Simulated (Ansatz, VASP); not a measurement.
**Two plane-wave programs on Si3Ge**

```
CELL_PARAMETERS angstrom
1.94265 1.12159 6.34097
-1.94265 1.12159 6.34097
0.00000 -2.24318 6.34097
ATOMIC_POSITIONS crystal
Si 0.00134 0.00134 0.00134
Si 0.49871 0.49871 0.49871
Si 0.37501 0.37501 0.37501
Ge 0.87495 0.87495 0.87495
```

Alike in both runs: task single point; functional r2SCAN; k mesh 6 × 6 × 6; no spin polarisation.

```csv
,VASP,Ansatz
version,VASP 6.6.1,Ansatz 0.2.0
potentials or method,"VASP PAW PBE potentials, release 64 (Si, Ge_d)","plane waves, PAW"
plane-wave cutoff (eV),520,500
occupations,"gaussian, width 0.01 eV",fixed
valence electrons in the cell,26,26
```

```tsv
	VASP	Ansatz	Ansatz less VASP
gap on the k mesh at the Fermi level (eV)	0.80	0.79	-0.006
pressure (GPa)	-0.1	0.0	+0.14
traceless stress, the component that is largest in VASP (GPa)	-0.12	-0.12	+0.001
rms of the force components (eV/Å)	0.008	0.002	-0.0052
```

VASP's potentials were made for PBE, not for r2SCAN. Atom by atom the forces differ by 0.007 eV/Å (rms over components).
